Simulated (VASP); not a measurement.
# Sc (Fm-3m) in VASP: notebook

Runs on Sc. Level: r2SCAN. Tasks: single point, relaxation of cell and atoms.

Everything below comes from runs of VASP 6.6.1. Logs are shortened: lines on timing, memory, paths and dates and some standing lists are left out, and cuts for length are marked.

### Step 1. The cell of the first run

Symmetry: Fm-3m, No. 225, cubic system. Conventional cell: a = 4.649 Å, b = 4.649 Å, c = 4.649 Å, α = 90.00°, β = 90.00°, γ = 90.00°. Sc (site symmetry m-3m) has 12 Sc at 3.29 Å within 4.3 Å.

This isn't the form of Sc at room conditions, which is hcp.

### Step 2. Single point, r2SCAN

POSCAR reads:

```
Sc
1.0
    0.0000000000      2.3245392165      2.3245392165
    2.3245392165      0.0000000000      2.3245392165
    2.3245392165      2.3245392165      0.0000000000
Sc
1
Direct
    0.0000000000      0.0000000000      0.0000000000
```

INCAR.step1 reads:

```
SYSTEM = Sc
PREC = Accurate ; ENCUT = 520
ISMEAR = 1 ; SIGMA = 0.05
LREAL = .False. ; LASPH = .True.
NELM = 60 ; NBANDS = 12
GGA = PE ; ALGO = Normal
EDIFF = 1E-4 ; LWAVE = .True.
LCHARG = .False.
```

INCAR.step2 reads:

```
SYSTEM = Sc
PREC = Accurate ; ENCUT = 520
EDIFF = 1E-6 ; ISMEAR = 1
SIGMA = 0.05 ; LREAL = .False.
LASPH = .True. ; NELM = 60
ALGO = Normal ; ISIF = 2
LWAVE = .False. ; LCHARG = .False.
METAGGA = R2SCAN ; LMIXTAU = .True.
NBANDS = 12 ; ISTART = 1
```

KPOINTS reads:

```
regular mesh
0
Gamma
  15 15 15
  0 0 0
```

Potentials or basis: VASP PAW PBE potentials, release 64 (Sc_sv).

On the command line:

```bash
> cat potpaw_PBE.64/Sc_sv/POTCAR > POTCAR
> cp INCAR.step1 INCAR
> mpirun -np 1 vasp_std > vasp.out
> cp INCAR.step2 INCAR
> mpirun -np 1 vasp_std > vasp.out
```

OUTCAR:

```text
SYSTEM = Sc
   PREC = Accurate
   ENCUT = 520
   EDIFF = 1E-6
   ISMEAR = 1
   LREAL = .False.
   LASPH = .True.
   NELM = 60
   ISIF = 2
   METAGGA = R2SCAN
   ISTART = 1

 ion  position               nearest neighbor table
   1  0.000  0.000  0.000-

  LATTYP: Found a face centered cubic cell.
 ALAT       =     4.6490784330

  Lattice vectors:

 A1 = (   0.0000000000,   2.3245392165,   2.3245392165)
 A2 = (   2.3245392165,   0.0000000000,   2.3245392165)
 A3 = (   2.3245392165,   2.3245392165,   0.0000000000)

Analysis of symmetry for initial positions (statically):
=====================================================================
 Subroutine PRICEL returns:
 Original cell was already a primitive cell.

 Routine SETGRP: Setting up the symmetry group for a
 face centered cubic supercell.

 Subroutine GETGRP returns: Found 48 space group operations
 (whereof 48 operations were pure point group operations)
 out of a pool of 48 trial point group operations.

The static configuration has the point symmetry O_h .

Analysis of symmetry for dynamics (positions and initial velocities):
=====================================================================
 Subroutine PRICEL returns:
 Original cell was already a primitive cell.

 Routine SETGRP: Setting up the symmetry group for a
 face centered cubic supercell.

 Subroutine GETGRP returns: Found 48 space group operations
 (whereof 48 operations were pure point group operations)
 out of a pool of 48 trial point group operations.

The dynamic configuration has the point symmetry O_h .

 Subroutine INISYM returns: Found 48 space group operations
 (whereof 48 operations are pure point group operations),
 and found     1 'primitive' translations

----------------------------------------------------------------------------------------

                                     Primitive cell

  volume of cell :      25.1212

  direct lattice vectors                    reciprocal lattice vectors
     0.000000000  2.324539216  2.324539216    -0.215096393  0.215096393  0.215096393
     2.324539216  0.000000000  2.324539216     0.215096393 -0.215096393  0.215096393
     2.324539216  2.324539216  0.000000000     0.215096393  0.215096393 -0.215096393

  length of vectors
     3.287394886  3.287394886  3.287394886     0.372557881  0.372557881  0.372557881

  position of ions in fractional coordinates (direct lattice)
     0.000000000  0.000000000  0.000000000

  ion indices of the primitive-cell ions
   primitive index   ion index
                 1           1

----------------------------------------------------------------------------------------

 KPOINTS: regular mesh

Automatic generation of k-mesh.
 Grid dimensions read from file:
 generate k-points for:   15   15   15

 Generating k-lattice:

  Cartesian coordinates                     Fractional coordinates (reciprocal lattice)
    -0.014339760  0.014339760  0.014339760     0.066666667  0.000000000  0.000000000
     0.014339760 -0.014339760  0.014339760     0.000000000  0.066666667  0.000000000
     0.014339760  0.014339760 -0.014339760     0.000000000  0.000000000  0.066666667

  Length of vectors
     0.024837192  0.024837192  0.024837192

  Shift w.r.t. Gamma in fractional coordinates (k-lattice)
     0.000000000  0.000000000  0.000000000

 Subroutine IBZKPT returns following result:
 ===========================================

 Found    120 irreducible k-points:

 Following reciprocal coordinates:
            Coordinates               Weight
  0.000000  0.000000  0.000000      1.000000
  0.066667  0.000000  0.000000      8.000000
  0.133333  0.000000  0.000000      8.000000
  0.200000  0.000000  0.000000      8.000000
  0.266667  0.000000  0.000000      8.000000
  0.333333  0.000000  0.000000      8.000000
[... 16 lines left out ...]
  0.133333  0.133333  0.000000      6.000000
  0.200000  0.133333  0.000000     24.000000
 [... further k-points ...]
   k-points           NKPTS =    120   k-points in BZ     NKDIM =    120   number of bands    NBANDS=     12
   number of dos      NEDOS =    301   number of ions     NIONS =      1
   total plane-waves  NPLWV =  13824
   dimension x,y,z NGX =    24 NGY =   24 NGZ =   24
   dimension x,y,z NGXF=    48 NGYF=   48 NGZF=   48
   ions per type =               1
   NGX,Y,Z   is equivalent  to a cutoff of  12.14, 12.14, 12.14 a.u.
   NGXF,Y,Z  is equivalent  to a cutoff of  24.27, 24.27, 24.27 a.u.
 SYSTEM =  Sc
   PREC   = accura    normal or accurate (medium, high low for compatibility)
   ISTART =      1    job   : 0-new  1-cont  2-samecut
   ICHARG =      0    charge: 1-file 2-atom 10-const
   ISPIN  =      1    spin polarized calculation?
   LNONCOLLINEAR =      F non collinear calculations
   LSORBIT =      F    spin-orbit coupling
   LASPH  =      T    aspherical Exc in radial PAW
   ENCUT  =  520.0 eV  38.22 Ry    6.18 a.u.   6.11  6.11  6.11*2*pi/ulx,y,z
   NELM   =     60;   NELMIN=  2; NELMDL=  0     # of ELM steps
   EDIFF  = 0.1E-05   stopping-criterion for ELM
   LREAL  =      F    real-space projection
   EDIFFG = 0.1E-04   stopping-criterion for IOM
   NSW    =      0    number of steps for IOM
   IBRION =     -1    ionic relax: 0-MD 1-quasi-New 2-CG
   NFREE  =      0    steps in history (QN), initial steepest desc. (CG)
   ISIF   =      2    stress and relaxation
   ISYM   =      2    0-nonsym 1-usesym 2-fastsym
   POTIM  = 0.5000    time-step for ionic-motion
   TEBEG  =    0.0;   TEEND  =   0.0 temperature during run
   PSTRESS=    0.0 pullay stress
   NELECT =      11.0000    total number of electrons
   NUPDOWN=      -1.0000    fix difference up-down
   EMIN   =  10.00;   EMAX   =-10.00  energy-range for DOS
   EFERMI =   0.00;   METHOD = LEGACY
   ISMEAR =     1;   SIGMA  =   0.05  broadening in eV -4-tet -1-fermi 0-gaus
   EFERMI_NEDOS =   21; number of points for ismear=-14 and -15
   IALGO  =     38    algorithm
   IMIX   =      4    mixing-type and parameters
     AMIX     =   0.40;   BMIX     =  1.00
     AMIX_MAG =   1.60;   BMIX_MAG =  1.00
  volume/ion in A,a.u.               =      25.12       169.53
  Fermi-wavevector in a.u.,A,eV,Ry     =   1.243156  2.349224 21.026934  1.545436
  Thomas-Fermi vector in A             =   2.377479
   LORBIT       =      0    0 simple, 1 ext, 2 COOP (PROOUT), +10 PAW based schemes
   METAGGA = R2SCAN    functional components
   LHFCALC =     F    Hartree Fock is set to
   AEXX    =    0.0000 exact exchange contribution
   IVDW    =     0    specifies the selected vdW correction
   LEPSILON=     F    determine dielectric tensor
   LRPA    =     F    only Hartree local field effects (RPA)
 non-spin polarized calculation
 Methfessel and Paxton  Order N= 1 SIGMA  =   0.05
  energy-cutoff  :      520.00
  volume of cell :       25.12
 maximum number of plane-waves:       688
   NGX = 13   NGY = 13   NGZ = 13

 number of electron      11.0000003 magnetization

 Free energy of the ion-electron system (eV)
  ---------------------------------------------------
  ext. energy  EPLUGINS =         0.00000000
  ---------------------------------------------------
  free energy    TOTEN  =       -11.29604663 eV

  energy without entropy =      -11.29565289  energy(sigma->0) =      -11.29591538

 E-fermi :   3.6553     XC(G=0): -10.5326

 val. band max:        3.6469847813   @ k =  -0.4667   0.2667   0.1333
 cond. band min:       3.6616667553   @ k =  -0.3333   0.4000   0.2000
 fundamental gap:      0.0146819740
 Fermi energy:         3.6552658935

 k-point     1 :       0.0000    0.0000    0.0000
  band No.  band energies     occupation
      1     -47.9499      2.00000
      2     -25.3925      2.00000
      3     -25.3925      2.00000
      4     -25.3923      2.00000
      5      -1.8687      2.00000
      6       5.4323      0.00000
      7       5.4324      0.00000
      8       5.4324      0.00000
      9       6.8581      0.00000
     10       6.8581      0.00000
     11      16.5525      0.00000
     12      20.1738      0.00000

 k-point     2 :       0.0667    0.0000    0.0000
  band No.  band energies     occupation
      1     -47.9474      2.00000
      2     -25.4097      2.00000
      3     -25.3947      2.00000
      4     -25.3946      2.00000
      5      -1.7522      2.00000
      6       5.3413      0.00000
      7       5.4747      0.00000
      8       5.4748      0.00000
      9       6.8271      0.00000
     10       6.8271      0.00000
     11      16.6464      0.00000
     12      19.2005      0.00000

 k-point     3 :       0.1333    0.0000    0.0000
  band No.  band energies     occupation
      1     -47.9405      2.00000
      2     -25.4580      2.00000
      3     -25.4008      2.00000
      4     -25.4007      2.00000
      5      -1.4107      2.00000
      6       5.0963      0.00000
      7       5.5768      0.00000
      8       5.5769      0.00000
      9       6.7668      0.00000
     10       6.7668      0.00000
     11      16.6500      0.00000
     12      17.7816      0.00000

 k-point     4 :       0.2000    0.0000    0.0000
  band No.  band energies     occupation
      1     -47.9302      2.00000
      2     -25.5285      2.00000
      3     -25.4099      2.00000
      4     -25.4098      2.00000
      5      -0.8694      2.00000
      6       4.7631      0.00000
      7       5.6553      0.00000
      8       5.6553      0.00000
      9       6.7758      0.00000
     10       6.7759      0.00000
     11      15.5072      0.00000
     12      17.3675      0.00000

 k-point     5 :       0.2667    0.0000    0.0000
  band No.  band energies     occupation
      1     -47.9184      2.00000
      2     -25.6086      2.00000
      3     -25.4203      2.00000
      4     -25.4202      2.00000
      5      -0.1744      2.00000
      6       4.4113     -0.00000
      7       5.6225      0.00000
      8       5.6226      0.00000
      9       6.9492      0.00000
     10       6.9493      0.00000
     11      13.9775      0.00000
     12      17.0812      0.00000
[... 228 lines left out ...]
      1     -47.9354      2.00000
      2     -25.4862      2.00000
      3     -25.4167      2.00000
      4     -25.4005      2.00000
      5      -1.1525      2.00000
      6       4.9299      0.00000
      7       5.6108      0.00000
      8       5.6716      0.00000
      9       6.5709      0.00000
     10       6.9059      0.00000
     11      16.4817      0.00000
     12      17.3127      0.00000

 k-point    22 :      -0.0667    0.0667    0.0000
  band No.  band energies     occupation
      1     -47.9435      2.00000
      2     -25.4337      2.00000
      3     -25.4045      2.00000
      4     -25.3953      2.00000
      5      -1.5608      2.00000
      6       5.1970      0.00000
      7       5.5396      0.00000
      8       5.5430      0.00000
      9       6.7018      0.00000
     10       6.8649      0.00000
     11      16.7565      0.00000
     12      18.3678      0.00000

 k-point    23 :       0.1333    0.1333    0.0000
  band No.  band energies     occupation
      1     -47.9374      2.00000
      2     -25.4563      2.00000
      3     -25.4152      2.00000
      4     -25.4151      2.00000
      5      -1.2612      2.00000
      6       4.9472      0.00000
      7       5.6935      0.00000
      8       5.6935      0.00000
      9       6.3870      0.00000
     10       6.9947      0.00000
     11      17.0376      0.00000
     12      18.3564      0.00000

 k-point    24 :       0.2000    0.1333    0.0000
  band No.  band energies     occupation
      1     -47.9297      2.00000
      2     -25.5022      2.00000
      3     -25.4266      2.00000
      4     -25.4236      2.00000
      5      -0.8648      2.00000
      6       4.6981      0.00000
      7       5.7710      0.00000
      8       5.8253      0.00000
      9       6.2473      0.00000
     10       7.0624      0.00000
     11      16.7519      0.00000
     12      17.4780      0.00000

 [... further k-points ...]

------------------------ aborting loop because EDIFF is reached ----------------------------------------

  FORCE on cell =-STRESS in cart. coord.  units (eV):
  Direction    XX          YY          ZZ          XY          YZ          ZX
  --------------------------------------------------------------------------------------
  -------------------------------------------------------------------------------------
  Total        0.0230588      0.0230588      0.0230588      0.0000000     -0.0000000      0.0000000
  in kB        1.4706413      1.4706413      1.4706413      0.0000000     -0.0000000      0.0000000
  external PRESSURE =       1.4706413 kB  Pullay stress =       0.0000000 kB

 VOLUME and BASIS-vectors are now :
 -----------------------------------------------------------------------------
  energy-cutoff  :      520.00
  volume of cell :       25.12
      direct lattice vectors                 reciprocal lattice vectors
     0.000000000  2.324539216  2.324539216    -0.215096393  0.215096393  0.215096393
     2.324539216  0.000000000  2.324539216     0.215096393 -0.215096393  0.215096393
     2.324539216  2.324539216  0.000000000     0.215096393  0.215096393 -0.215096393

 POSITION                                       TOTAL-FORCE (eV/Angst)
 -----------------------------------------------------------------------------------
      0.00000      0.00000      0.00000        -0.000000      0.000000     -0.000000
 -----------------------------------------------------------------------------------
    total drift:                                0.000000      0.000000      0.000000

  FREE ENERGIE OF THE ION-ELECTRON SYSTEM (eV)
  ---------------------------------------------------
  free  energy   TOTEN  =       -11.2960466321 eV

  energy  without entropy=      -11.2956528859  energy(sigma->0) =      -11.29591538
```

Run time: 45 s. Hardware: 1 thread of Intel Xeon Platinum 8559C (Emerald Rapids), shared host; peak memory 0.17 GiB.

Results:

```yaml
Free_energy: -11.2960 eV
Pressure: 0.1 GPa
Band_gap_on_the_k_mesh: zero (an odd number of electrons rules out a gap without spin polarisation)
```

Caveat: the PAW data sets were made with another functional, which shifts forces and pressure a little.

(Part 1 of 2 ends here.)
